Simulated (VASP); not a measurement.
# GaN (R3m) in VASP: settings compared

Aim: see how the results for GaN move with the level of theory and the settings. Levels: r2SCAN, HSE06. Tasks: single point.

All numbers are computed with VASP 6.6.1; they aren't measurements. Logs are shortened: lines on timing, memory, paths and dates and some standing lists are left out, and cuts for length are marked.

**1. The cell of the first run**

It takes space group R3m (No. 160, trigonal). The conventional cell has a = 3.085 Å, b = 3.085 Å, c = 7.896 Å, α = 90.00°, β = 90.00°, γ = 120.00°. Ga (site symmetry 3m) has 4 N at 1.91 to 1.94 Å within 2.5 Å. N (site symmetry 3m) has 4 Ga at 1.91 to 1.94 Å within 2.5 Å.

**2. Single point, r2SCAN (epitaxial 111 strain -3.0%)**

Input file POSCAR:

```
GaN
1.0
    0.0653231975      2.2468071623      2.2468071623
    2.2468071623      0.0653231975      2.2468071623
    2.2468071623      2.2468071623      0.0653231975
Ga N
1 1
Direct
    0.0023580667      0.0023580667      0.0023580667
    0.2476419333      0.2476419333      0.2476419333
```

Input file INCAR.step1:

```
PREC     = Accurate       # precision mode
ENCUT    = 1460           # plane-wave cutoff, eV
ISMEAR   = 0              # smearing method
SIGMA    = 0.01           # smearing width, eV
LREAL    = F              # projectors in reciprocal space
LASPH    = T              # aspherical terms in the spheres
NELM     = 120            # most SCF steps
NBANDS   = 16             # bands
GGA      = PE             # functional
ALGO     = Normal         # electronic algorithm
EDIFF    = 1E-5           # SCF threshold, eV
LWAVE    = T              # write WAVECAR
LCHARG   = F              # write CHGCAR
GGA_COMPAT= F
```

Input file INCAR.step2:

```
PREC     = Accurate       # precision mode
ENCUT    = 1460           # plane-wave cutoff, eV
EDIFF    = 1E-6           # SCF threshold, eV
ISMEAR   = 0              # smearing method
SIGMA    = 0.01           # smearing width, eV
LREAL    = F              # projectors in reciprocal space
LASPH    = T              # aspherical terms in the spheres
NELM     = 120            # most SCF steps
ALGO     = Normal         # electronic algorithm
ISIF     = 2              # what is computed and relaxed
LWAVE    = F              # write WAVECAR
LCHARG   = F              # write CHGCAR
METAGGA  = R2SCAN         # meta-GGA
LMIXTAU  = T            
NBANDS   = 16             # bands
ISTART   = 1            
GGA_COMPAT= F
```

Input file KPOINTS:

```
regular mesh
0
Gamma
  10 10 10
```

Potentials or basis: VASP PAW PBE potentials, release 64 (Ga_d, N_h).

The run is started by

```console
> cat potpaw_PBE.64/Ga_d/POTCAR potpaw_PBE.64/N_h/POTCAR > POTCAR
> cp INCAR.step1 INCAR
> mpirun -np 1 vasp_std > vasp.out
> cp INCAR.step2 INCAR
> mpirun -np 1 vasp_std > vasp.out
```

OUTCAR:

```text
PREC = Accurate
   ENCUT = 1460
   EDIFF = 1E-6
   ISMEAR = 0
   LREAL = F
   LASPH = T
   NELM = 120
   ISIF = 2
   METAGGA = R2SCAN
   ISTART = 1

 ion  position               nearest neighbor table
   1  0.002  0.002  0.002-   2 1.91   2 1.91   2 1.91   2 1.94
   2  0.248  0.248  0.248-   1 1.91   1 1.91   1 1.91   1 1.94

  LATTYP: Found a trigonal (rhomboedric) cell.
 ALAT       =     3.1781365561
 COS(alpha) =     0.5288502744

  Lattice vectors:

 A1 = (   0.0653231975,   2.2468071623,   2.2468071623)
 A2 = (   2.2468071623,   0.0653231975,   2.2468071623)
 A3 = (   2.2468071623,   2.2468071623,   0.0653231975)

Analysis of symmetry for initial positions (statically):
=====================================================================
 Subroutine PRICEL returns:
 Original cell was already a primitive cell.

 Routine SETGRP: Setting up the symmetry group for a
 trigonal (rhombohedral) supercell.

 Subroutine GETGRP returns: Found  6 space group operations
 (whereof  6 operations were pure point group operations)
 out of a pool of 12 trial point group operations.

The static configuration has the point symmetry C_3v.

Analysis of symmetry for dynamics (positions and initial velocities):
=====================================================================
 Subroutine PRICEL returns:
 Original cell was already a primitive cell.

 Routine SETGRP: Setting up the symmetry group for a
 trigonal (rhombohedral) supercell.

 Subroutine GETGRP returns: Found  6 space group operations
 (whereof  6 operations were pure point group operations)
 out of a pool of 12 trial point group operations.

The dynamic configuration has the point symmetry C_3v.

 Subroutine INISYM returns: Found  6 space group operations
 (whereof  6 operations are pure point group operations),
 and found     1 'primitive' translations

----------------------------------------------------------------------------------------

                                     Primitive cell

  volume of cell :      21.6954

  direct lattice vectors                    reciprocal lattice vectors
     0.065323197  2.246807162  2.246807162    -0.232485917  0.225917636  0.225917636
     2.246807162  0.065323197  2.246807162     0.225917636 -0.232485917  0.225917636
[... 80 lines left out ...]
   LNONCOLLINEAR =      F non collinear calculations
   LSORBIT =      F    spin-orbit coupling
   LASPH  =      T    aspherical Exc in radial PAW
   ENCUT  = 1460.0 eV 107.31 Ry   10.36 a.u.   9.90  9.90  9.90*2*pi/ulx,y,z
   NELM   =    120;   NELMIN=  2; NELMDL=  0     # of ELM steps
   EDIFF  = 0.1E-05   stopping-criterion for ELM
   LREAL  =      F    real-space projection
   EDIFFG = 0.1E-04   stopping-criterion for IOM
   NSW    =      0    number of steps for IOM
   IBRION =     -1    ionic relax: 0-MD 1-quasi-New 2-CG
   NFREE  =      0    steps in history (QN), initial steepest desc. (CG)
   ISIF   =      2    stress and relaxation
   ISYM   =      2    0-nonsym 1-usesym 2-fastsym
   POTIM  = 0.5000    time-step for ionic-motion
   TEBEG  =    0.0;   TEEND  =   0.0 temperature during run
   PSTRESS=    0.0 pullay stress
   NELECT =      18.0000    total number of electrons
   NUPDOWN=      -1.0000    fix difference up-down
   EMIN   =  10.00;   EMAX   =-10.00  energy-range for DOS
   EFERMI =   0.00;   METHOD = LEGACY
   ISMEAR =     0;   SIGMA  =   0.01  broadening in eV -4-tet -1-fermi 0-gaus
   EFERMI_NEDOS =   21; number of points for ismear=-14 and -15
   IALGO  =     38    algorithm
   IMIX   =      4    mixing-type and parameters
     AMIX     =   0.40;   BMIX     =  1.00
     AMIX_MAG =   1.60;   BMIX_MAG =  1.00
  volume/ion in A,a.u.               =      10.85        73.20
  Fermi-wavevector in a.u.,A,eV,Ry     =   1.538307  2.906979 32.196682  2.366389
  Thomas-Fermi vector in A             =   2.644694
   LORBIT       =      0    0 simple, 1 ext, 2 COOP (PROOUT), +10 PAW based schemes
   METAGGA = R2SCAN    functional components
   LHFCALC =     F    Hartree Fock is set to
   AEXX    =    0.0000 exact exchange contribution
   IVDW    =     0    specifies the selected vdW correction
   LEPSILON=     F    determine dielectric tensor
   LRPA    =     F    only Hartree local field effects (RPA)
 non-spin polarized calculation
 Gauss-broadening in eV      SIGMA  =   0.01
  energy-cutoff  :     1460.00
  volume of cell :       21.70
 maximum number of plane-waves:      2791
   NGX = 19   NGY = 19   NGZ = 19

 number of electron      18.0000000 magnetization

 Free energy of the ion-electron system (eV)
  ---------------------------------------------------
  ext. energy  EPLUGINS =         0.00000000
  ---------------------------------------------------
  free energy    TOTEN  =       -21.82967124 eV

  energy without entropy =      -21.82967124  energy(sigma->0) =      -21.82967124

 E-fermi :   6.1013     XC(G=0): -12.9465

 val. band max:        6.0431701794   @ k =   0.0000   0.0000   0.0000
 cond. band min:       8.3384590657   @ k =   0.0000   0.0000   0.0000
 fundamental gap:      2.2952888863
 Fermi energy:         6.1013281632

 k-point     1 :       0.0000    0.0000    0.0000
  band No.  band energies     occupation
      1     -11.2778      2.00000
      2      -7.9750      2.00000
      3      -7.9577      2.00000
      4      -7.9577      2.00000
      5      -7.5525      2.00000
      6      -7.5525      2.00000
[... 433 lines left out ...]
      3      -7.6938      2.00000
      4      -7.6817      2.00000
      5      -7.4816      2.00000
      6      -6.7694      2.00000
[... 8 lines left out ...]
     15      29.6311      0.00000
     16      30.1900      0.00000

 [... further k-points ...]

------------------------ aborting loop because EDIFF is reached ----------------------------------------

  FORCE on cell =-STRESS in cart. coord.  units (eV):
  Direction    XX          YY          ZZ          XY          YZ          ZX
  --------------------------------------------------------------------------------------
  -------------------------------------------------------------------------------------
  Total        1.5666942      1.5666942      1.5666942     -0.6961730     -0.6961730     -0.6961730
  in kB      115.6983371    115.6983371    115.6983371    -51.4114765    -51.4114765    -51.4114765
  external PRESSURE =     115.6983371 kB  Pullay stress =       0.0000000 kB

 VOLUME and BASIS-vectors are now :
 -----------------------------------------------------------------------------
  energy-cutoff  :     1460.00
  volume of cell :       21.70
      direct lattice vectors                 reciprocal lattice vectors
     0.065323197  2.246807162  2.246807162    -0.232485917  0.225917636  0.225917636
     2.246807162  0.065323197  2.246807162     0.225917636 -0.232485917  0.225917636
     2.246807162  2.246807162  0.065323197     0.225917636  0.225917636 -0.232485917

 POSITION                                       TOTAL-FORCE (eV/Angst)
 -----------------------------------------------------------------------------------
      0.01075      0.01075      0.01075         0.006678      0.006678      0.006678
      1.12898      1.12898      1.12898        -0.006678     -0.006678     -0.006678
 -----------------------------------------------------------------------------------
    total drift:                                0.000959      0.000959      0.000959

  FREE ENERGIE OF THE ION-ELECTRON SYSTEM (eV)
  ---------------------------------------------------
  free  energy   TOTEN  =       -21.8296712379 eV

  energy  without entropy=      -21.8296712379  energy(sigma->0) =      -21.82967124
```

OUTCAR.step1:

```text
PREC = Accurate
   ENCUT = 1460
   ISMEAR = 0
   LREAL = F
   LASPH = T
[... 677 lines left out ...]
 -----------------------------------------------------------------------------------
      0.01075      0.01075      0.01075         0.018098      0.018098      0.018098
      1.12898      1.12898      1.12898        -0.018098     -0.018098     -0.018098
 -----------------------------------------------------------------------------------
    total drift:                                0.000278      0.000278      0.000278

  FREE ENERGIE OF THE ION-ELECTRON SYSTEM (eV)
  ---------------------------------------------------
  free  energy   TOTEN  =       -12.0451092217 eV

  energy  without entropy=      -12.0451092217  energy(sigma->0) =      -12.04510922
```

Wall time 8.9 min (1 thread of Intel Xeon Platinum 8259CL at 2.50GHz (Skylake/Cascade Lake), shared host); peak memory 0.41 GiB.

Results:

- Free energy: -21.8297 eV
- Pressure: 11.6 GPa
- Largest force: 0.012 eV/Å
- Band gap on the k mesh: 2.30 eV

Forces on the atoms (eV/Å):
```
Ga   0.007  0.007  0.007
N   -0.007 -0.007 -0.007
```

Stress tensor (GPa, compression positive):
```
11.57 -5.14 -5.14
-5.14 11.57 -5.14
-5.14 -5.14 11.57
```

Levels at points of the mesh, in eV from the valence-band top:
| k point | band 7 | band 8 | band 9 | band 10 | band 11 | band 12 |
| --- | --- | --- | --- | --- | --- | --- |
| (0.00, 0.00, 0.00) | -0.35 | 0.00 | 0.00 | 2.30 | 10.62 | 11.62 |
| (0.50, 0.00, 0.00) | -7.57 | -1.38 | -1.11 | 5.26 | 9.57 | 11.00 |
| (0.50, 0.50, 0.00) | -6.55 | -3.30 | -2.86 | 3.62 | 7.51 | 12.79 |
| (0.50, 0.50, 0.50) | -7.83 | -0.96 | -0.96 | 5.88 | 9.42 | 11.69 |

Caveat: the cell differs from its parent crystal (epitaxial 111 strain -3.0%); the cell stands under pressure; the structure was generated, so it needn't be the stable form of GaN; the PAW data sets were made with another functional, which shifts forces and pressure a little.

**3. Single point, HSE06 (epitaxial 111 strain -1.0%)**

Input file POSCAR:

```
GaN
1.0
    0.0215465101      2.2480095258      2.2480095258
    2.2480095258      0.0215465101      2.2480095258
    2.2480095258      2.2480095258      0.0215465101
Ga N
1 1
Direct
    0.0007339372      0.0007339372      0.0007339372
    0.2492660628      0.2492660628      0.2492660628
```

Input file INCAR.step1:

```
PREC = Accurate
ENCUT = 520
EDIFF = 1E-5
ISMEAR = 0
SIGMA = 0.01
LREAL = F
LASPH = T
NELM = 60
ALGO = Normal
ISIF = 2
LWAVE = T
NBANDS = 16
GGA = PE
```

Input file INCAR.step2:

```
PREC = Accurate
ENCUT = 520
EDIFF = 1E-6
ISMEAR = 0
SIGMA = 0.01
LREAL = F
LASPH = T
NELM = 60
ALGO = Normal
ISIF = 2
LWAVE = F
LCHARG = T
GGA = PE
LHFCALC = T
HFSCREEN = 0.2079
PRECFOCK = Normal
LELF = T
LVHAR = T
NBANDS = 16
ISTART = 1
```

Input file KPOINTS:

```
Automatic mesh
0
Gamma
  6 6 6
```

Potentials or basis: VASP PAW PBE potentials, release 64 (Ga_d, N).

The run is started by

```console
> cat potpaw_PBE.64/Ga_d/POTCAR potpaw_PBE.64/N/POTCAR > POTCAR
> cp INCAR.step1 INCAR
> mpirun -np 1 vasp_std > vasp.out
> cp INCAR.step2 INCAR
> mpirun -np 1 vasp_std > vasp.out
```

Wall time 45 min (1 thread of Intel Xeon Platinum 8259CL at 2.50GHz (Skylake/Cascade Lake), shared host); peak memory 0.26 GiB.

Results (log left out):

```yaml
Free_energy: -14.7316 eV
Pressure: 3.1 GPa
Largest_force: 0.005 eV/Å
Band_gap_on_the_k_mesh: 3.10 eV
```

Forces on the atoms (eV/Å):
```
Ga  -0.003 -0.003 -0.003
N    0.003  0.003  0.003
```

Stress tensor (GPa, compression positive):
```
 3.11 -1.62 -1.62
-1.62  3.11 -1.62
-1.62 -1.62  3.11
```

Levels at points of the mesh, in eV from the valence-band top:
| k point | band 7 | band 8 | band 9 | band 10 | band 11 | band 12 |
| --- | --- | --- | --- | --- | --- | --- |
| (0.00, 0.00, 0.00) | -0.10 | 0.00 | 0.00 | 3.10 | 11.81 | 12.15 |
| (0.50, 0.00, 0.00) | -7.70 | -1.16 | -1.09 | 6.17 | 10.52 | 11.91 |
| (0.50, 0.50, 0.00) | -6.69 | -3.09 | -2.95 | 4.43 | 8.26 | 13.73 |
| (0.50, 0.50, 0.50) | -7.78 | -1.03 | -1.03 | 6.36 | 10.46 | 12.16 |

Caveat: the cell differs from its parent crystal (epitaxial 111 strain -1.0%); the cell stands under pressure; the structure was generated, so it needn't be the stable form of GaN; the PAW data sets were made with another functional, which shifts forces and pressure a little.

(Continued in part 2 of 2.)
